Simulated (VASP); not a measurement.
The system is BaTiO3.

```
Ba Ti O
1.0
     3.97295    0.00000    0.00000
     0.00000    3.97295    0.00000
     0.00000    0.00000    3.99103
Ba Ti O
1 1 3
Direct
  0.00000 0.00000 0.00000
  0.50000 0.50000 0.49000
  0.00000 0.50000 0.51700
  0.50000 0.00000 0.51700
  0.50000 0.50000 0.01900
```

Base run:

- Program: VASP 6.6.1
- Functional: revPBE
- Potentials or basis: VASP PAW PBE potentials, release 64 (Ba_sv, Ti_sv, O)
- Cutoff: 520 eV
- k mesh: 7 × 7 × 7
- Occupations: fermi-dirac, width 0.05 eV
- Spin: no spin polarisation

Its results: band gap on the k mesh 1.94 eV, indirect (least direct gap 2.11 eV); pressure 11.2 GPa; largest force 0.143 eV/Å.

Task: The run is repeated on the same cell with these changes: functional from revPBE to PBEsol. What comes out?

Result: Band gap on the k mesh 1.86 eV, indirect (least direct gap 2.04 eV); pressure 1.6 GPa; largest force 0.195 eV/Å.

PBEsol binds more tightly than revPBE, so the same cell stands under less pressure.

Caveats: the PAW data sets were made with another functional, which shifts forces and pressure a little; spin-orbit coupling is left out, which moves the levels of the heavy elements.

A k mesh can miss the band edges.
